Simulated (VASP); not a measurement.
# N2 in VASP: notebook

Runs on N2. Level: PBE+D3(BJ). Tasks: single point.

Everything below comes from runs of VASP 6.6.1. Logs are shortened: lines on timing, memory, paths and dates and some standing lists are left out, and cuts for length are marked.

## (1) The cell of the first run

The cell holds a molecule in a box, 2 atoms: a = 9.600 Å, b = 9.800 Å, c = 10.000 Å, α = 90.00°, β = 90.00°, γ = 90.00°.

## (2) Single point, PBE+D3(BJ)

Contents of INCAR:

```
SYSTEM = N
PREC = Accurate ; ENCUT = 1000
EDIFF = 1E-6 ; ISMEAR = 0
SIGMA = 0.01 ; LREAL = .FALSE.
LASPH = .TRUE. ; NELM = 120
ALGO = Normal ; ISIF = 2
LWAVE = .FALSE. ; LCHARG = .FALSE.
GGA = PE ; IVDW = 12
NBANDS = 12 ; GGA_COMPAT = .FALSE.
NELMDL = -8
```

Contents of KPOINTS:

```
regular mesh
0
G
  1 1 1
  0 0 0
```

Contents of POSCAR:

```
N
1.0
    9.6000000000      0.0000000000      0.0000000000
    0.0000000000      9.8000000000      0.0000000000
    0.0000000000      0.0000000000     10.0000000000
N
2
Direct
    0.5331435157      0.5324667617      0.5318178379
    0.4668564843      0.4675332383      0.4681821621
```

Potentials or basis: VASP PAW PBE potentials, release 64 (N_h).

Started as:

```
> cat potpaw_PBE.64/N_h/POTCAR > POTCAR
> mpirun -np 1 vasp_gam > vasp.out
```

OUTCAR:

```text
SYSTEM = N
   PREC = Accurate
   ENCUT = 1000
   EDIFF = 1E-6
   ISMEAR = 0
   LREAL = .FALSE.
   LASPH = .TRUE.
   NELM = 120
   ISIF = 2
   GGA = PE
   IVDW = 12
   NELMDL = -8
 IVDW          = 12

 ion  position               nearest neighbor table
   1  0.533  0.532  0.532-   2 1.10
   2  0.467  0.468  0.468-   1 1.10

  LATTYP: Found a simple orthorhombic cell.
 ALAT       =     9.6000000000
 B/A-ratio  =     1.0208333333
 C/A-ratio  =     1.0416666667

  Lattice vectors:

 A1 = (   9.6000000000,   0.0000000000,   0.0000000000)
 A2 = (   0.0000000000,   9.8000000000,   0.0000000000)
 A3 = (   0.0000000000,   0.0000000000,  10.0000000000)

Analysis of symmetry for initial positions (statically):
=====================================================================
 Subroutine PRICEL returns:
 Original cell was already a primitive cell.

 Routine SETGRP: Setting up the symmetry group for a
 simple orthorhombic supercell.

 Subroutine GETGRP returns: Found  2 space group operations
 (whereof  2 operations were pure point group operations)
 out of a pool of  8 trial point group operations.

The static configuration has the point symmetry S_2 .

Analysis of symmetry for dynamics (positions and initial velocities):
=====================================================================
 Subroutine PRICEL returns:
 Original cell was already a primitive cell.

 Routine SETGRP: Setting up the symmetry group for a
 simple orthorhombic supercell.

 Subroutine GETGRP returns: Found  2 space group operations
 (whereof  2 operations were pure point group operations)
 out of a pool of  8 trial point group operations.

The dynamic configuration has the point symmetry S_2 .

 Subroutine INISYM returns: Found  2 space group operations
 (whereof  2 operations are pure point group operations),
 and found     1 'primitive' translations

----------------------------------------------------------------------------------------

                                     Primitive cell

  volume of cell :     940.8000

  direct lattice vectors                    reciprocal lattice vectors
     9.600000000  0.000000000  0.000000000     0.104166667  0.000000000  0.000000000
     0.000000000  9.800000000  0.000000000     0.000000000  0.102040816  0.000000000
     0.000000000  0.000000000 10.000000000     0.000000000  0.000000000  0.100000000

  length of vectors
     9.600000000  9.800000000 10.000000000     0.104166667  0.102040816  0.100000000

  position of ions in fractional coordinates (direct lattice)
     0.533143516  0.532466762  0.531817838
     0.466856484  0.467533238  0.468182162

  ion indices of the primitive-cell ions
   primitive index   ion index
                 1           1
                 2           2

----------------------------------------------------------------------------------------

 KPOINTS: regular mesh

Automatic generation of k-mesh.
 Grid dimensions read from file:
 generate k-points for:    1    1    1

 Generating k-lattice:

  Cartesian coordinates                     Fractional coordinates (reciprocal lattice)
     0.104166667  0.000000000  0.000000000     1.000000000  0.000000000  0.000000000
     0.000000000  0.102040816  0.000000000     0.000000000  1.000000000  0.000000000
     0.000000000  0.000000000  0.100000000     0.000000000  0.000000000  1.000000000

  Length of vectors
     0.104166667  0.102040816  0.100000000

  Shift w.r.t. Gamma in fractional coordinates (k-lattice)
     0.000000000  0.000000000  0.000000000

 Subroutine IBZKPT returns following result:
 ===========================================

 Found      1 irreducible k-points:

 Following reciprocal coordinates:
            Coordinates               Weight
  0.000000  0.000000  0.000000      1.000000
   k-points           NKPTS =      1   k-points in BZ     NKDIM =      1   number of bands    NBANDS=     12
   number of dos      NEDOS =    301   number of ions     NIONS =      2
   total plane-waves  NPLWV = ******
   dimension x,y,z NGX =   100 NGY =  108 NGZ =  108
   dimension x,y,z NGXF=   200 NGYF=  216 NGZF=  216
   ions per type =               2
   NGX,Y,Z   is equivalent  to a cutoff of  17.32, 18.32, 17.95 a.u.
   NGXF,Y,Z  is equivalent  to a cutoff of  34.63, 36.64, 35.91 a.u.
 SYSTEM =  N
   PREC   = accura    normal or accurate (medium, high low for compatibility)
   ISTART =      0    job   : 0-new  1-cont  2-samecut
   ICHARG =      2    charge: 1-file 2-atom 10-const
   ISPIN  =      1    spin polarized calculation?
   LNONCOLLINEAR =      F non collinear calculations
   LSORBIT =      F    spin-orbit coupling
   LASPH  =      T    aspherical Exc in radial PAW
   ENCUT  = 1000.0 eV  73.50 Ry    8.57 a.u.  24.75 25.27 25.78*2*pi/ulx,y,z
   NELM   =    120;   NELMIN=  2; NELMDL= -8     # of ELM steps
   EDIFF  = 0.1E-05   stopping-criterion for ELM
   LREAL  =      F    real-space projection
   EDIFFG = 0.1E-04   stopping-criterion for IOM
   NSW    =      0    number of steps for IOM
   IBRION =     -1    ionic relax: 0-MD 1-quasi-New 2-CG
   NFREE  =      0    steps in history (QN), initial steepest desc. (CG)
   ISIF   =      2    stress and relaxation
   ISYM   =      2    0-nonsym 1-usesym 2-fastsym
   POTIM  = 0.5000    time-step for ionic-motion
   TEBEG  =    0.0;   TEEND  =   0.0 temperature during run
   PSTRESS=    0.0 pullay stress
   NELECT =      10.0000    total number of electrons
   NUPDOWN=      -1.0000    fix difference up-down
   EMIN   =  10.00;   EMAX   =-10.00  energy-range for DOS
   EFERMI =   0.00;   METHOD = LEGACY
   ISMEAR =     0;   SIGMA  =   0.01  broadening in eV -4-tet -1-fermi 0-gaus
   EFERMI_NEDOS =   21; number of points for ismear=-14 and -15
   IALGO  =     38    algorithm
   IMIX   =      4    mixing-type and parameters
     AMIX     =   0.40;   BMIX     =  1.00
     AMIX_MAG =   1.60;   BMIX_MAG =  1.00
  volume/ion in A,a.u.               =     470.40      3174.42
  Fermi-wavevector in a.u.,A,eV,Ry     =   0.359950  0.680207  1.762827  0.129564
  Thomas-Fermi vector in A             =   1.279308
   LORBIT       =      0    0 simple, 1 ext, 2 COOP (PROOUT), +10 PAW based schemes
   GGA     = PE    functional components
   LHFCALC =     F    Hartree Fock is set to
   AEXX    =    0.0000 exact exchange contribution
   IVDW    =    12    specifies the selected vdW correction
   LEPSILON=     F    determine dielectric tensor
   LRPA    =     F    only Hartree local field effects (RPA)
 non-spin polarized calculation
 Gauss-broadening in eV      SIGMA  =   0.01
  energy-cutoff  :     1000.00
  volume of cell :      940.80
 maximum number of plane-waves:     33813
 NGX is ok and might be reduce to    98
   NGX = 49   NGY = 51   NGZ = 51

 number of electron      10.0000000 magnetization

 Free energy of the ion-electron system (eV)
  ---------------------------------------------------
  ext. energy  EPLUGINS =         0.00000000
  ---------------------------------------------------
  free energy    TOTEN  =       -16.82176281 eV

  energy without entropy =      -16.82176281  energy(sigma->0) =      -16.82176281

 E-fermi :  -9.9492     XC(G=0):  -0.6412

 val. band max:      -10.0722119155   @ k =   0.0000   0.0000   0.0000
 cond. band min:      -1.8225414961   @ k =   0.0000   0.0000   0.0000
 fundamental gap:      8.2496704194
 Fermi energy:        -9.9491901707

 k-point     1 :       0.0000    0.0000    0.0000
  band No.  band energies     occupation
      1     -28.0255      2.00000
      2     -13.3569      2.00000
      3     -11.4166      2.00000
      4     -11.4166      2.00000
      5     -10.0722      2.00000
      6      -1.8225      0.00000
      7      -1.8222      0.00000
      8      -0.1807      0.00000
      9       1.1661      0.00000
     10       1.2191      0.00000
     11       1.2765      0.00000
     12       1.3868      0.00000

------------------------ aborting loop because EDIFF is reached ----------------------------------------

 Edisp (eV)   -0.01206

 E8    (eV) :    -0.0035

  FORCE on cell =-STRESS in cart. coord.  units (eV):
  Direction    XX          YY          ZZ          XY          YZ          ZX
  --------------------------------------------------------------------------------------
  -------------------------------------------------------------------------------------
  Total       0.00993     0.00975     0.00987     0.02298     0.02297     0.02293
  in kB       0.01691     0.01660     0.01681     0.03913     0.03911     0.03905
  external pressure =        0.02 kB  Pullay stress =        0.00 kB

 VOLUME and BASIS-vectors are now :
 -----------------------------------------------------------------------------
  energy-cutoff  :     1000.00
  volume of cell :      940.80
      direct lattice vectors                 reciprocal lattice vectors
     9.600000000  0.000000000  0.000000000     0.104166667  0.000000000  0.000000000
     0.000000000  9.800000000  0.000000000     0.000000000  0.102040816  0.000000000
     0.000000000  0.000000000 10.000000000     0.000000000  0.000000000  0.100000000

 POSITION                                       TOTAL-FORCE (eV/Angst)
 -----------------------------------------------------------------------------------
      5.11818      5.21817      5.31818         0.036016      0.036016      0.035965
      4.48182      4.58183      4.68182        -0.036016     -0.036016     -0.035965
 -----------------------------------------------------------------------------------
    total drift:                                0.000000     -0.000000     -0.000000

  FREE ENERGIE OF THE ION-ELECTRON SYSTEM (eV)
  ---------------------------------------------------
  free  energy   TOTEN  =       -16.8338182710 eV

  energy  without entropy=      -16.8338182710  energy(sigma->0) =      -16.83381827
```

Run time: 3.8 min. Hardware: 1 thread of Intel Xeon 6975P-C (Granite Rapids), shared host; peak memory 1.5 GiB.

Results:

```yaml
Free_energy: -16.8338 eV
Largest_force: 0.062 eV/Å
Gap_between_the_frontier_levels: 8.25 eV
Dispersion_energy_per_atom: -0.006 eV
```

Forces in eV/Å, atoms in the order of the input:
```
N    0.036  0.036  0.036
N   -0.036 -0.036 -0.036
```

## (3) Single point, PBE+D3(BJ)

Contents of INCAR:

```
ALGO     = Normal         # electronic algorithm
EDIFF    = 1E-6           # SCF threshold, eV
ENCUT    = 1000           # plane-wave cutoff, eV
GGA      = PE             # functional
GGA_COMPAT= F            
ISIF     = 2              # what is computed and relaxed
ISMEAR   = 0              # smearing method
IVDW     = 12             # dispersion correction
LASPH    = T              # aspherical terms in the spheres
LCHARG   = F              # write CHGCAR
LREAL    = F              # projectors in reciprocal space
LWAVE    = F              # write WAVECAR
NBANDS   = 12             # bands
NELM     = 120            # most SCF steps
NELMDL   = -8           
PREC     = Accurate       # precision mode
SIGMA    = 0.01           # smearing width, eV
```

Contents of KPOINTS:

```
k-points
0
Gamma
  1 1 1
```

Contents of POSCAR:

```
N
1.0
    9.6000000000      0.0000000000      0.0000000000
    0.0000000000      9.8000000000      0.0000000000
    0.0000000000      0.0000000000     10.0000000000
N
2
Direct
    0.5331225006      0.5324465312      0.5317976006
    0.4668774994      0.4675534688      0.4682023994
```

Potentials or basis: VASP PAW PBE potentials, release 64 (N_h).

Started as:

```
> cat potpaw_PBE.64/N_h/POTCAR > POTCAR
> mpirun -np 1 vasp_gam > vasp.out
```

Wall time 2.8 min (1 thread of Intel Xeon Platinum 8259CL at 2.50GHz (Skylake/Cascade Lake), shared host); peak memory 1.5 GiB.

The run converged. Its results:

- Free energy: -16.8337 eV
- Largest force: 0.162 eV/Å
- Gap between the frontier levels: 8.26 eV
- Dispersion energy per atom: -0.006 eV

Forces on the atoms (eV/Å):
```
N    0.094  0.094  0.094
N   -0.094 -0.094 -0.094
```

Levels at points of the mesh, in eV from the valence-band top:
| k point | band 3 | band 4 | band 5 | band 6 | band 7 | band 8 |
| --- | --- | --- | --- | --- | --- | --- |
| (0.00, 0.00, 0.00) | -1.35 | -1.35 | 0.00 | 8.26 | 8.26 | 9.89 |
